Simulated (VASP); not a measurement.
# SiO2 (P4_12_12) in VASP: further runs, part 2 of 2

VASP 6.6.1.

## (3) Relaxation of cell and atoms, PBE

The input, INCAR:

```
SYSTEM = SiO2
PREC = Accurate
ENCUT = 600
EDIFF = 1E-7
ISMEAR = 0
SIGMA = 0.02
LREAL = .FALSE.
LASPH = .TRUE.
NELM = 60
ALGO = Normal
ISIF = 3
LWAVE = .FALSE.
LCHARG = .FALSE.
GGA = PE
IBRION = 2
NSW = 100
EDIFFG = -0.005
LUSENCCL = .FALSE.
```

The input, KPOINTS:

```
Automatic mesh
0
G
  6 6 4
  0 0 0
```

The input, POSCAR:

```
SiO2
1.0
    4.9820000000      0.0000000000      0.0000000000
    0.0000000000      4.9820000000      0.0000000000
    0.0000000000      0.0000000000      6.9630000000
Si O
4 8
Direct
    0.2989700000      0.2989700000      0.0000000000
    0.2010300000      0.7989700000      0.2500000000
    0.7010300000      0.7010300000      0.5000000000
    0.7989700000      0.2010300000      0.7500000000
    0.2398900000      0.1034700000      0.1781300000
    0.3965300000      0.7398900000      0.4281300000
    0.7601100000      0.8965300000      0.6781300000
    0.6034700000      0.2601100000      0.9281300000
    0.7398900000      0.3965300000      0.5718700000
    0.8965300000      0.7601100000      0.3218700000
    0.2601100000      0.6034700000      0.0718700000
    0.1034700000      0.2398900000      0.8218700000
```

Potentials or basis: VASP PAW PBE potentials, release 64 (Si, O).

Started as:

```sh
$ cat potpaw_PBE.64/Si/POTCAR potpaw_PBE.64/O/POTCAR > POTCAR
$ mpirun -np 1 vasp_std > vasp.out
```

It took 17 min on 1 × NVIDIA H100 80GB with 1 thread of AMD EPYC 7R13 (Zen 3), shared host; peak memory 1.4 GiB.

It converged, with:

* Free energy: -94.9604 eV
* Relaxed volume: 15.25 Å³/atom
* Relaxed cell: a = 5.080 Å, b = 5.080 Å, c = 7.091 Å, α = 90.00°, β = 90.00°, γ = 90.00°
* Space group after relaxing (to 0.1 Å): P4_12_12 (No. 92)
* Energy gained by relaxing: 10.4 meV/atom
* Ionic steps: 66
* Pressure after relaxing: 0.0 GPa
* Band gap on the k mesh: 5.52 eV

The path:
```
step  energy change (eV)  largest force (eV/Å)  pressure (GPa)  volume (Å³)
   1              0.0000                0.4022            6.18       172.82
   3             -0.1179                0.1401            0.12       178.46
   5             -0.1095                0.3645           -0.32       179.05
   7             -0.1201                0.0276            0.01       178.68
   9             -0.1209                0.0217            0.03       178.97
  11             -0.1212                0.0322            0.11       179.01
  13             -0.1216                0.0686            0.16       179.24
  15             -0.1221                0.0442            0.11       179.53
  17             -0.1225                0.0356            0.02       180.03
  19             -0.1229                0.0269            0.02       180.17
  21             -0.1236                0.0722            0.01       180.78
  23             -0.1239                0.0588            0.01       180.88
  25             -0.1242                0.0419           -0.01       181.36
  27             -0.1243                0.0208            0.00       181.23
  29             -0.1245                0.0278            0.01       181.20
  31             -0.1245                0.0341            0.03       181.18
  33             -0.1246                0.0086            0.02       181.18
  35             -0.1247                0.0090            0.01       181.22
  37             -0.1247                0.0137           -0.07       181.39
  39             -0.1247                0.0112           -0.04       181.40
  41             -0.1247                0.0230            0.05       181.44
  43             -0.1248                0.0111            0.02       181.43
  45             -0.1248                0.0141            0.04       181.47
  47             -0.1249                0.0110            0.02       181.66
  49             -0.1249                0.0332           -0.06       182.40
  51             -0.1251                0.0130           -0.02       182.12
  53             -0.1251                0.0300           -0.01       182.24
  55             -0.1251                0.0188            0.00       182.27
  57             -0.1252                0.0198            0.06       182.55
  59             -0.1253                0.0088            0.03       182.73
  61             -0.1253                0.0083            0.02       182.81
  63             -0.1253                0.0116           -0.03       182.95
  65             -0.1254                0.0070           -0.01       182.98
  66             -0.1254                0.0019            0.00       182.98
```

Final structure:
```
Si O
1.0
     5.07969    0.00000    0.00000
     0.00000    5.07969    0.00000
     0.00000    0.00000    7.09147
Si O
4 8
Direct
  0.29463 0.29463 0.00000
  0.20537 0.79463 0.25000
  0.70537 0.70537 0.50000
  0.79463 0.20537 0.75000
  0.24100 0.09454 0.17460
  0.40546 0.74100 0.42460
  0.75900 0.90546 0.67460
  0.59454 0.25900 0.92460
  0.74100 0.40546 0.57540
  0.90546 0.75900 0.32540
  0.25900 0.59454 0.07540
  0.09454 0.24100 0.82540
```

Levels at points of the mesh, in eV from the valence-band top:
```
           k point  band 30  band 31  band 32  band 33  band 34  band 35
(0.00, 0.00, 0.00)    -0.25    -0.25     0.00     5.52     8.66     8.66
(0.50, 0.00, 0.00)    -0.63    -0.45    -0.45     7.49     7.49     9.12
(0.50, 0.50, 0.00)    -0.59    -0.55    -0.55     8.50     8.50     8.59
(0.00, 0.00, 0.50)    -0.49    -0.39    -0.39     6.71     6.71     9.34
(0.50, 0.00, 0.50)    -0.92    -0.16    -0.16     7.72     7.72     8.72
(0.50, 0.50, 0.50)    -0.64    -0.64    -0.64     9.02     9.02     9.02
```

## (4) Relaxation of shape and atoms at fixed volume, PBE (14.83 Å³/atom)

This run uses another cell than the first one, of 14.83 Å³/atom.

The input, INCAR:

```
PREC     = Accurate       # precision mode
ENCUT    = 600            # plane-wave cutoff, eV
EDIFF    = 1E-6           # SCF threshold, eV
ISMEAR   = 0              # smearing method
SIGMA    = 0.02           # smearing width, eV
LREAL    = F              # projectors in reciprocal space
LASPH    = T              # aspherical terms in the spheres
NELM     = 60             # most SCF steps
ALGO     = Normal         # electronic algorithm
ISIF     = 4              # what is computed and relaxed
LWAVE    = F              # write WAVECAR
LCHARG   = F              # write CHGCAR
GGA      = PE             # functional
IBRION   = 2              # ionic algorithm
NSW      = 50             # ionic steps
EDIFFG   = -0.01          # ionic threshold
LUSENCCL = F
```

The input, KPOINTS:

```
regular mesh
0
Gamma
  6 6 4
```

The input, POSCAR:

```
SiO2
1.0
    5.0323459237      0.0000000000      0.0000000000
    0.0000000000      5.0323459237      0.0000000000
    0.0000000000      0.0000000000      7.0291456416
Si O
4 8
Direct
    0.2938575611      0.2938575611      0.0000000000
    0.2061424389      0.7938575611      0.2500000000
    0.7061424389      0.7061424389      0.5000000000
    0.7938575611      0.2061424389      0.7500000000
    0.2411800971      0.0934526146      0.1742257763
    0.4065473854      0.7411800971      0.4242257763
    0.7588199029      0.9065473854      0.6742257763
    0.5934526146      0.2588199029      0.9242257763
    0.7411800971      0.4065473854      0.5757742237
    0.9065473854      0.7588199029      0.3257742237
    0.2588199029      0.5934526146      0.0757742237
    0.0934526146      0.2411800971      0.8257742237
```

Started as:

```sh
$ cat potpaw_PBE.64/Si/POTCAR potpaw_PBE.64/O/POTCAR > POTCAR
$ mpirun -np 1 vasp_std > vasp.out
```

It took 4.6 min on 1 × NVIDIA H100 80GB with 1 thread of AMD EPYC 7R13 (Zen 3), shared host; peak memory 1.4 GiB.

It converged, with:

| Item | Value |
| --- | --- |
| Free energy | -94.9659 eV |
| Energy gained by relaxing | 6.3 meV/atom |
| Ionic steps | 22 |
| Pressure after relaxing | 0.3 GPa |
| Largest force after relaxing | 0.007 eV/Å |
| Band gap on the k mesh | 5.56 eV |

Forces on the atoms (eV/Å):
```
Si  -0.001 -0.001  0.000
Si   0.001 -0.001  0.000
Si   0.001  0.001  0.000
Si  -0.001  0.001  0.000
O    0.006 -0.003  0.000
O    0.003  0.006  0.000
O   -0.006  0.003  0.000
O   -0.003 -0.006  0.000
O    0.006  0.003  0.000
O    0.003 -0.006  0.000
O   -0.006 -0.003  0.000
O   -0.003  0.006  0.000
```

Step by step:
```csv
step,energy change (eV),largest force (eV/Å),pressure (GPa),volume (Å³)
1,0.0000,0.2795,4.93,178.01
2,-0.0264,0.2087,3.97,178.01
3,-0.0556,0.1737,1.25,178.01
4,-0.0540,0.5751,0.45,178.01
5,-0.0618,0.3391,0.85,178.01
6,-0.0716,0.1440,0.53,178.01
7,-0.0742,0.0629,0.26,178.01
8,-0.0746,0.0313,0.24,178.01
9,-0.0746,0.0263,0.24,178.01
10,-0.0749,0.0158,0.26,178.01
11,-0.0750,0.0370,0.28,178.01
12,-0.0752,0.0201,0.30,178.01
13,-0.0752,0.0244,0.30,178.01
14,-0.0754,0.0125,0.31,178.01
15,-0.0754,0.0168,0.32,178.01
16,-0.0754,0.0172,0.32,178.01
17,-0.0754,0.0189,0.32,178.01
18,-0.0754,0.0184,0.32,178.01
19,-0.0755,0.0110,0.32,178.01
20,-0.0755,0.0161,0.32,178.01
21,-0.0755,0.0107,0.33,178.01
22,-0.0755,0.0071,0.33,178.01
```

Final structure:
```yaml
crystal:
  lattice:
    - [5.03813, 0.00000, 0.00000]
    - [0.00000, 5.03813, 0.00000]
    - [0.00000, 0.00000, 7.01301]
  atoms:
    - { symbol: Si, position: [0.29949, 0.29949, 0.00000] }
    - { symbol: Si, position: [0.20051, 0.79949, 0.25000] }
    - { symbol: Si, position: [0.70051, 0.70051, 0.50000] }
    - { symbol: Si, position: [0.79949, 0.20051, 0.75000] }
    - { symbol: O, position: [0.23898, 0.10427, 0.17935] }
    - { symbol: O, position: [0.39573, 0.73898, 0.42935] }
    - { symbol: O, position: [0.76102, 0.89573, 0.67935] }
    - { symbol: O, position: [0.60427, 0.26102, 0.92935] }
    - { symbol: O, position: [0.73898, 0.39573, 0.57065] }
    - { symbol: O, position: [0.89573, 0.76102, 0.32065] }
    - { symbol: O, position: [0.26102, 0.60427, 0.07065] }
    - { symbol: O, position: [0.10427, 0.23898, 0.82065] }
```

Levels at points of the mesh, in eV from the valence-band top:
```tsv
k point	band 28	band 29	band 30	band 31	band 32	band 33	band 34	band 35	band 36	band 37
(0.00, 0.00, 0.00)	-1.22	-0.67	-0.29	-0.29	0.00	5.56	8.70	8.70	9.02	9.02
(0.50, 0.00, 0.00)	-0.99	-0.63	-0.63	-0.48	-0.48	7.56	7.56	9.15	9.15	9.57
(0.50, 0.50, 0.00)	-1.29	-0.58	-0.58	-0.53	-0.53	8.56	8.56	8.63	8.63	9.65
(0.00, 0.00, 0.50)	-0.80	-0.52	-0.52	-0.38	-0.38	6.79	6.79	9.32	9.32	9.47
(0.50, 0.00, 0.50)	-0.98	-0.91	-0.91	-0.18	-0.18	7.80	7.80	8.85	8.85	9.24
(0.50, 0.50, 0.50)	-1.31	-0.61	-0.61	-0.61	-0.61	9.05	9.05	9.05	9.05	9.65
```

## (5) Overview

```tsv
task	cell	gap on the mesh (eV)	pressure (GPa)	relaxed volume (Å³/atom)	largest force (eV/Å)
relaxation of shape and atoms at fixed volume	relaxed from a = 4.984, b = 4.984, c = 6.944 Å, 12 atoms, atomic positions A	5.60	0.9	-	0.01
relaxation of cell and atoms	relaxed from a = 4.982, b = 4.982, c = 6.963 Å, 12 atoms, atomic positions A	5.52	0.0	15.25	-
relaxation of shape and atoms at fixed volume	relaxed from a = 5.032, b = 5.032, c = 7.029 Å, 12 atoms, atomic positions B	5.56	0.3	14.83	0.01
```

Alike in all rows: level PBE; potentials or basis VASP PAW PBE potentials, release 64 (Si, O); no spin polarisation; k mesh 6 × 6 × 4; cutoff (eV) 600; smearing gaussian 0.02 eV.

Total energies depend on the potentials used, so only differences within one code and one set of settings carry meaning.
